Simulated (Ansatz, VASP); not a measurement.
Two plane-wave programs on LiPS3

```
CELL_PARAMETERS angstrom
0.00000 4.77579 4.77579
4.77579 0.00000 4.77579
4.77579 4.77579 0.00000
ATOMIC_POSITIONS crystal
Li 0.75000 0.75000 0.75000
Li 0.25000 0.25000 0.25000
P 0.50000 0.50000 0.50000
P 0.00000 0.00000 0.00000
S 0.76320 0.23680 0.23680
S 0.23680 0.23680 0.76320
S 0.23680 0.76320 0.76320
S 0.23680 0.76320 0.23680
S 0.76320 0.23680 0.76320
S 0.76320 0.76320 0.23680
```

Change from the starting cell: species swapped into the CsTlBr3 type (Fm-3m, No. 225).

Alike in both runs: task relaxation of cell and atoms; functional PBE; k mesh 2 × 2 × 2; occupations gaussian, width 0.15 eV; no spin polarisation.

|  | VASP | Ansatz |
| --- | --- | --- |
| version | VASP 6.6.1 | Ansatz 0.2.0 |
| potentials or method | VASP PAW PBE potentials, release 64 (Li_sv, P, S), cutoff 750 eV | scalar-relativistic, plane waves, PAW |
| valence electrons in the cell | 52 | 52 |

|  | VASP | Ansatz | Ansatz less VASP |
| --- | --- | --- | --- |
| gap on the k mesh at the Fermi level, each at its own relaxed structure (eV) | none | none | - |
| relaxed volume (Å³/atom) | 19.22 | 19.44 | +0.220 |
| relaxed cell length with the largest relative difference (Å) | 6.478 | 6.502 | +0.0246 |

A gap of «none» marks a metal or a gap that the smearing closes.

The k mesh is coarse, so the values compare programs but aren't converged.
